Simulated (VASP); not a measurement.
# Li2Pt (P6/mmm) in VASP: a series of runs

Li2Pt is run at these levels: LDA; tasks: single point.

Everything below comes from runs of VASP 6.6.1. Logs are shortened: lines on timing, memory, paths and dates and some standing lists are left out, and cuts for length are marked.

### Step 1. The cell of the first run

Symmetry: P6/mmm, No. 191, hexagonal system. Conventional cell: a = 4.101 Å, b = 4.101 Å, c = 2.607 Å, α = 90.00°, β = 90.00°, γ = 120.00°. Within 3.1 Å of Li (site symmetry -6m2) lie 5 Li at 2.37 to 2.61 Å and 6 Pt at 2.70 Å. Pt (site symmetry 6/mmm) has 2 Pt at 2.61 Å and 12 Li at 2.70 Å within 3.4 Å.

### Step 2. Single point, LDA (volume scaled by 0.94)

Contents of INCAR:

```
SYSTEM = Li2Pt
PREC = Accurate
ENCUT = 520
EDIFF = 1E-6
ISMEAR = -1
SIGMA = 0.03
LREAL = .False.
LASPH = .True.
NELM = 60
ALGO = Normal
ISIF = 2
LWAVE = .False.
LCHARG = .True.
LELF = .True.
LVHAR = .True.
NBANDS = 15
```

Contents of KPOINTS:

```
Automatic mesh
0
Gamma
  9 9 12
  0 0 0
```

Contents of POSCAR:

```
Li2Pt
1.0
    4.1005464584      0.0000000000      0.0000000000
   -2.0502732292      3.5511774024      0.0000000000
    0.0000000000      0.0000000000      2.6066786353
Li Pt
2 1
Direct
    0.3333333333      0.6666666667      0.5000000000
    0.6666666667      0.3333333333      0.5000000000
    0.0000000000      0.0000000000      0.0000000000
```

Potentials or basis: VASP PAW LDA potentials, release 64 (Li_sv, Pt).

Run with:

```bash
> cat potpaw_LDA.64/Li_sv/POTCAR potpaw_LDA.64/Pt/POTCAR > POTCAR
> mpirun -np 1 vasp_std > vasp.out
```

OUTCAR:

```text
SYSTEM = Li2Pt
   PREC = Accurate
   ENCUT = 520
   EDIFF = 1E-6
   ISMEAR = -1
   LREAL = .False.
   LASPH = .True.
   NELM = 60
   ISIF = 2

 ion  position               nearest neighbor table
   1  0.333  0.667  0.500-   2 2.37   2 2.37   2 2.37   3 2.70   3 2.70   3 2.70   3 2.70   3 2.70
                             3 2.70
   2  0.667  0.333  0.500-   1 2.37   1 2.37   1 2.37   3 2.70   3 2.70   3 2.70   3 2.70   3 2.70
                             3 2.70
   3  0.000  0.000  0.000-   1 2.70   2 2.70   1 2.70   2 2.70   2 2.70   2 2.70   1 2.70   1 2.70
                             2 2.70   2 2.70   1 2.70   1 2.70

  LATTYP: Found a hexagonal cell.
 ALAT       =     4.1005464584
 C/A-ratio  =     0.6356905505

  Lattice vectors:

 A1 = (   4.1005464584,   0.0000000000,   0.0000000000)
 A2 = (  -2.0502732292,   3.5511774024,   0.0000000000)
 A3 = (   0.0000000000,   0.0000000000,   2.6066786353)

Analysis of symmetry for initial positions (statically):
=====================================================================
 Subroutine PRICEL returns:
 Original cell was already a primitive cell.

 Routine SETGRP: Setting up the symmetry group for a
 hexagonal supercell.

 Subroutine GETGRP returns: Found 24 space group operations
 (whereof 24 operations were pure point group operations)
 out of a pool of 24 trial point group operations.

The static configuration has the point symmetry D_6h.

Analysis of symmetry for dynamics (positions and initial velocities):
=====================================================================
 Subroutine PRICEL returns:
 Original cell was already a primitive cell.

 Routine SETGRP: Setting up the symmetry group for a
 hexagonal supercell.

 Subroutine GETGRP returns: Found 24 space group operations
 (whereof 24 operations were pure point group operations)
 out of a pool of 24 trial point group operations.

The dynamic configuration has the point symmetry D_6h.

 Subroutine INISYM returns: Found 24 space group operations
 (whereof 24 operations are pure point group operations),
 and found     1 'primitive' translations

----------------------------------------------------------------------------------------

                                     Primitive cell

  volume of cell :      37.9578

  direct lattice vectors                    reciprocal lattice vectors
     4.100546458  0.000000000  0.000000000     0.243869935  0.140798373  0.000000000
    -2.050273229  3.551177402  0.000000000     0.000000000  0.281596746  0.000000000
     0.000000000  0.000000000  2.606678635     0.000000000  0.000000000  0.383629952

  length of vectors
     4.100546458  4.100546458  2.606678635     0.281596746  0.281596746  0.383629952

  position of ions in fractional coordinates (direct lattice)
     0.333333333  0.666666667  0.500000000
     0.666666667  0.333333333  0.500000000
     0.000000000  0.000000000  0.000000000

  ion indices of the primitive-cell ions
   primitive index   ion index
                 1           1
                 2           2
                 3           3

----------------------------------------------------------------------------------------

 KPOINTS: Automatic mesh

Automatic generation of k-mesh.
 Grid dimensions read from file:
 generate k-points for:    9    9   12

 Generating k-lattice:

  Cartesian coordinates                     Fractional coordinates (reciprocal lattice)
     0.027096659  0.015644264  0.000000000     0.111111111  0.000000000  0.000000000
     0.000000000  0.031288527  0.000000000     0.000000000  0.111111111  0.000000000
     0.000000000  0.000000000  0.031969163     0.000000000  0.000000000  0.083333333

  Length of vectors
     0.031288527  0.031288527  0.031969163

  Shift w.r.t. Gamma in fractional coordinates (k-lattice)
     0.000000000  0.000000000  0.000000000

 Subroutine IBZKPT returns following result:
 ===========================================

 Found     84 irreducible k-points:

 Following reciprocal coordinates:
            Coordinates               Weight
  0.000000  0.000000  0.000000      1.000000
  0.111111 -0.000000  0.000000      6.000000
  0.222222  0.000000  0.000000      6.000000
  0.333333 -0.000000  0.000000      6.000000
  0.444444  0.000000  0.000000      6.000000
  0.111111  0.111111  0.000000      6.000000
[... 16 lines left out ...]
  0.333333  0.222222  0.083333     24.000000
  0.333333  0.333333  0.083333      4.000000
 [... further k-points ...]
   k-points           NKPTS =     84   k-points in BZ     NKDIM =     84   number of bands    NBANDS=     15
   number of dos      NEDOS =    301   number of ions     NIONS =      3
   total plane-waves  NPLWV =  18000
   dimension x,y,z NGX =    30 NGY =   30 NGZ =   20
   dimension x,y,z NGXF=    60 NGYF=   60 NGZF=   40
   ions per type =               2   1
   NGX,Y,Z   is equivalent  to a cutoff of  12.16, 12.16, 12.76 a.u.
   NGXF,Y,Z  is equivalent  to a cutoff of  24.33, 24.33, 25.51 a.u.
 SYSTEM =  Li2Pt
   PREC   = accura    normal or accurate (medium, high low for compatibility)
   ISTART =      0    job   : 0-new  1-cont  2-samecut
   ICHARG =      2    charge: 1-file 2-atom 10-const
   ISPIN  =      1    spin polarized calculation?
   LNONCOLLINEAR =      F non collinear calculations
   LSORBIT =      F    spin-orbit coupling
   LASPH  =      T    aspherical Exc in radial PAW
   ENCUT  =  520.0 eV  38.22 Ry    6.18 a.u.   7.62  7.62  4.85*2*pi/ulx,y,z
   NELM   =     60;   NELMIN=  2; NELMDL= -5     # of ELM steps
   EDIFF  = 0.1E-05   stopping-criterion for ELM
   LREAL  =      F    real-space projection
   EDIFFG = 0.1E-04   stopping-criterion for IOM
   NSW    =      0    number of steps for IOM
   IBRION =     -1    ionic relax: 0-MD 1-quasi-New 2-CG
   NFREE  =      0    steps in history (QN), initial steepest desc. (CG)
   ISIF   =      2    stress and relaxation
   ISYM   =      2    0-nonsym 1-usesym 2-fastsym
   POTIM  = 0.5000    time-step for ionic-motion
   TEBEG  =    0.0;   TEEND  =   0.0 temperature during run
   PSTRESS=    0.0 pullay stress
   NELECT =      16.0000    total number of electrons
   NUPDOWN=      -1.0000    fix difference up-down
   EMIN   =  10.00;   EMAX   =-10.00  energy-range for DOS
   EFERMI =   0.00;   METHOD = LEGACY
   ISMEAR =    -1;   SIGMA  =   0.03  broadening in eV -4-tet -1-fermi 0-gaus
   EFERMI_NEDOS =   21; number of points for ismear=-14 and -15
   IALGO  =     38    algorithm
   IMIX   =      4    mixing-type and parameters
     AMIX     =   0.40;   BMIX     =  1.00
     AMIX_MAG =   1.60;   BMIX_MAG =  1.00
  volume/ion in A,a.u.               =      12.65        85.38
  Fermi-wavevector in a.u.,A,eV,Ry     =   1.227480  2.319600 20.499983  1.506706
  Thomas-Fermi vector in A             =   2.362441
   LORBIT       =      0    0 simple, 1 ext, 2 COOP (PROOUT), +10 PAW based schemes
   GGA     = CA    functional components
   LHFCALC =     F    Hartree Fock is set to
   AEXX    =    0.0000 exact exchange contribution
   IVDW    =     0    specifies the selected vdW correction
   LEPSILON=     F    determine dielectric tensor
   LRPA    =     F    only Hartree local field effects (RPA)
 non-spin polarized calculation
  energy-cutoff  :      520.00
  volume of cell :       37.96
 maximum number of plane-waves:      1054
   NGX = 15   NGY = 15   NGZ =  9

 number of electron      15.9999996 magnetization

 Free energy of the ion-electron system (eV)
  ---------------------------------------------------
  ext. energy  EPLUGINS =         0.00000000
  ---------------------------------------------------
  free energy    TOTEN  =       -13.17231570 eV

  energy without entropy =      -13.16786910  energy(sigma->0) =      -13.17009240

 E-fermi :   5.6715     XC(G=0): -10.7329

 val. band max:        5.6486744013   @ k =   0.3333  -0.0000   0.4167
 cond. band min:       5.6953357320   @ k =   0.2222   0.2222   0.4167
 fundamental gap:      0.0466613308
 Fermi energy:         5.6715493539

 k-point     1 :       0.0000    0.0000    0.0000
  band No.  band energies     occupation
      1     -39.0203      2.00000
      2     -38.8759      2.00000
      3      -1.2618      2.00000
      4       0.9429      2.00000
      5       2.0914      2.00000
      6       2.0914      2.00000
      7       5.0284      2.00000
      8       5.0284      2.00000
      9       9.5810      0.00000
     10       9.5810      0.00000
     11      12.3132      0.00000
     12      12.3132      0.00000
     13      15.1340      0.00000
     14      16.4843      0.00000
     15      17.6885      0.00000

 k-point     2 :       0.1111   -0.0000    0.0000
  band No.  band energies     occupation
      1     -39.0163      2.00000
      2     -38.8798      2.00000
      3      -1.1948      2.00000
      4       0.9965      2.00000
      5       2.0956      2.00000
      6       2.1848      2.00000
      7       5.0108      2.00000
      8       5.0251      2.00000
      9       8.6305      0.00000
     10       8.9470      0.00000
     11      12.9172      0.00000
     12      13.0775      0.00000
     13      15.3925      0.00000
     14      16.9476      0.00000
     15      17.8972      0.00000

 k-point     3 :       0.2222    0.0000    0.0000
  band No.  band energies     occupation
      1     -39.0050      2.00000
      2     -38.8907      2.00000
      3      -1.0265      2.00000
      4       1.1604      2.00000
      5       2.1396      2.00000
      6       2.4505      2.00000
      7       4.9670      2.00000
      8       5.0166      2.00000
      9       7.0085      0.00000
     10       7.8504      0.00000
     11      13.4879      0.00000
     12      14.5754      0.00000
     13      16.1141      0.00000
     14      18.3499      0.00000
     15      18.5000      0.00000
[... 343 lines left out ...]
 k-point    23 :       0.3333    0.2222    0.0833
  band No.  band energies     occupation
      1     -38.9610      2.00000
      2     -38.9288      2.00000
      3      -0.3479      2.00000
      4       1.9816      2.00000
      5       2.5164      2.00000
      6       3.1359      2.00000
      7       3.9249      2.00000
      8       4.3396      2.00000
      9       5.3354      1.99997
     10       6.2993      0.00000
     11      14.1643      0.00000
     12      16.6673      0.00000
     13      17.8035      0.00000
     14      20.0920      0.00000
     15      20.7502      0.00000

 k-point    24 :       0.3333    0.3333    0.0833
  band No.  band energies     occupation
      1     -38.9449      2.00000
      2     -38.9449      2.00000
      3      -0.3055      2.00000
      4       2.5084      2.00000
      5       2.5177      2.00000
      6       2.5177      2.00000
      7       4.1806      2.00000
      8       4.1806      2.00000
      9       5.7011      0.54408
     10       5.7011      0.54408
     11      14.3094      0.00000
     12      17.1331      0.00000
     13      17.1331      0.00000
     14      20.8866      0.00000
     15      20.8880      0.00000

 [... further k-points ...]
[... 5 lines left out ...]
  --------------------------------------------------------------------------------------
  -------------------------------------------------------------------------------------
  Total       -0.0749023     -0.0749023      0.4772234      0.0000000      0.0000000      0.0000000
  in kB       -3.1615810     -3.1615810     20.1433038      0.0000000      0.0000000      0.0000000
  external PRESSURE =       4.6067139 kB  Pullay stress =       0.0000000 kB

 VOLUME and BASIS-vectors are now :
 -----------------------------------------------------------------------------
  energy-cutoff  :      520.00
  volume of cell :       37.96
      direct lattice vectors                 reciprocal lattice vectors
     4.100546458  0.000000000  0.000000000     0.243869935  0.140798373  0.000000000
    -2.050273229  3.551177402  0.000000000     0.000000000  0.281596746  0.000000000
     0.000000000  0.000000000  2.606678635     0.000000000  0.000000000  0.383629952

 POSITION                                       TOTAL-FORCE (eV/Angst)
 -----------------------------------------------------------------------------------
     -0.00000      2.36745      1.30334         0.000000     -0.000000     -0.000000
      2.05027      1.18373      1.30334        -0.000000      0.000000      0.000000
      0.00000      0.00000      0.00000        -0.000000      0.000000      0.000000
 -----------------------------------------------------------------------------------
    total drift:                                0.000000      0.000000      0.000000

  FREE ENERGIE OF THE ION-ELECTRON SYSTEM (eV)
  ---------------------------------------------------
  free  energy   TOTEN  =       -13.1723156963 eV

  energy  without entropy=      -13.1678691006  energy(sigma->0) =      -13.17009240
```

Run time: 15 s. Hardware: 1 thread of Intel Xeon 6975P-C (Granite Rapids), shared host; peak memory 0.16 GiB.

Results:

```yaml
Free_energy: -13.1723 eV
Band_gap_on_the_k_mesh: zero (band 8 reaches 6.79 eV, above the bottom of band 9 at 4.96 eV)
```

Levels at points of the mesh, in eV from the Fermi level:
```csv
k point,band 6,band 7,band 8,band 9,band 10,band 11
"(0.00, 0.00, 0.00)",-3.58,-0.64,-0.64,3.91,3.91,6.64
"(0.00, 0.00, 0.50)",-2.29,-2.29,0.62,3.12,6.55,6.55
```

Caveat: the cutoff is under 1.25 times the usual one of these potentials, so pressure, stress and relaxed cells hold a basis-set (Pulay) error; spin-orbit coupling is left out, which moves the levels of the heavy elements.

(Continued in part 2 of 2.)
